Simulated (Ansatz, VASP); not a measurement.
# BAs: VASP beside Ansatz

```xyz
2
Lattice="0.0000 2.3919 2.3919 2.3919 0.0000 2.3919 2.3919 2.3919 0.0000" Properties=species:S:1:pos:R:3 pbc="T T T"
B     0.0000    0.0000    0.0000
As    1.1959    1.1959    1.1959
```

Alike in both runs: task single point; functional r2SCAN; k mesh 10 × 10 × 10; no spin polarisation.

```csv
,VASP,Ansatz
version,VASP 6.6.1,Ansatz 0.2.0
potentials or method,"VASP PAW PBE potentials, release 64 (B, As)","plane waves, PAW"
plane-wave cutoff (eV),520,500
occupations,"gaussian, width 0.01 eV",fixed
valence electrons in the cell,8,18
```

VASP gave:

```
gap on the k mesh at the Fermi level (eV) : 1.37
pressure (GPa)                            : 0.3
```

Problem. Which values does Ansatz return?

Solution. gap on the k mesh at the Fermi level (eV): 1.37; pressure (GPa): 0.0.

VASP's potentials were made for PBE, not for r2SCAN. VASP's potentials hold 8 valence electrons a cell and Ansatz's 18, so a difference there can come from the potentials and not from the codes.
